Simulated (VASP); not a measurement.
## SnO2: relaxation of cell and atoms with PBEsol

The system is SnO2.

```
CELL_PARAMETERS angstrom
5.85257 0.00000 0.00000
3.11855 4.95250 0.00000
-4.48556 -2.47625 2.82852
ATOMIC_POSITIONS crystal
Sn 0.75000 0.25000 0.50000
Sn 0.00000 0.00000 0.00000
O 0.79652 0.79652 0.00000
O 0.95348 0.45348 0.50000
O 0.20348 0.20348 0.00000
O 0.54652 0.04652 0.50000
```

| Property | Result |
| --- | --- |
| Program | VASP 6.6.1 |
| Task | relaxation of cell and atoms |
| Functional | PBEsol |
| Potentials or basis | VASP PAW PBE potentials, release 64 (Sn_d, O) |
| Cutoff | 600 eV |
| k mesh | 6 × 6 × 6 |
| Occupations | gaussian, width 0.01 eV |
| Spin | no spin polarisation |
| Dipole correction | no |
| Further INCAR settings | ALGO = Normal; EDIFF = 1e-07; IBRION = 2; EDIFFG = -0.05; NSW = 80; ISIF = 3 |

```yaml
Relaxed_volume: 13.77 Å³/atom
Relaxed_cell: a = 5.856 Å, b = 5.856 Å, c = 5.856 Å, α = 139.89°, β = 139.89°, γ = 58.02°
Space_group_after_relaxing_to_0.05_Å: I4_1/amd (No. 141)
Energy_gained_by_relaxing: 0.5 meV/atom
Ionic_steps: 4
Pressure_after_relaxing: 0.1 GPa
Largest_force_after_relaxing: 0.015 eV/Å
Band_gap_on_the_k_mesh: 1.53 eV, indirect (least direct gap 1.89 eV)
```

Forces on the atoms (eV/Å):
```
Sn   0.000  0.000  0.000
Sn   0.000  0.000  0.000
O   -0.013 -0.007  0.000
O    0.013  0.007  0.000
O    0.013  0.007  0.000
O   -0.013 -0.007  0.000
```

Stress tensor (GPa, compression positive):
```
 0.26  0.16  0.00
 0.16  0.06  0.00
 0.00  0.00 -0.03
```

Step by step:
```
step  energy change (eV)  largest force (eV/Å)  pressure (GPa)  volume (Å³)
   1              0.0000                0.0575            1.11        81.98
   2             -0.0015                0.0575           -1.02        83.11
   3             -0.0028                0.0570           -0.18        82.65
   4             -0.0031                0.0152            0.10        82.61
```

Final structure:
```xyz
6
Lattice="5.8559 -0.0112 0.0000 3.1108 4.9613 0.0000 -4.4834 -2.4750 2.8400" Properties=species:S:1:pos:R:3 pbc="T T T"
Sn    2.9280   -0.0056    1.4200
Sn    8.9667    4.9501    0.0000
O     2.6628    1.4700    2.8400
O     4.7486    0.9994    1.4200
O     1.8206    1.0051    0.0000
O     1.1074   -1.0107    1.4200
```

Levels at points of the mesh, in eV from the valence-band top:
| k point | band 22 | band 23 | band 24 | band 25 | band 26 | band 27 | band 28 | band 29 | band 30 | band 31 |
| --- | --- | --- | --- | --- | --- | --- | --- | --- | --- | --- |
| (0.00, 0.00, 0.00) | -1.06 | -0.65 | -0.65 | -0.36 | -0.36 | 1.53 | 5.49 | 9.23 | 9.73 | 9.77 |
| (0.50, 0.00, 0.00) | -1.08 | -0.75 | -0.74 | -0.55 | -0.37 | 4.84 | 6.12 | 7.81 | 8.48 | 9.90 |
| (0.50, 0.50, 0.00) | -0.90 | -0.79 | -0.79 | -0.04 | -0.04 | 7.19 | 7.19 | 7.54 | 7.54 | 8.53 |
| (0.50, 0.50, 0.50) | -2.70 | -1.00 | -1.00 | -0.26 | -0.26 | 4.18 | 4.18 | 7.57 | 7.57 | 11.83 |

Run time: 3.2 min on 1 thread of Intel(R) Xeon(R) 6975P-C (Granite Rapids) (shared host), peak memory 0.38 GiB.

Caveat: the PAW data sets were made with another functional, which shifts forces and pressure a little; spin-orbit coupling is left out, which moves the levels of the heavy elements; the relaxation stopped at a loose force limit of 0.05 eV/Å, so its end isn't a converged minimum. A k mesh can miss the band edges.
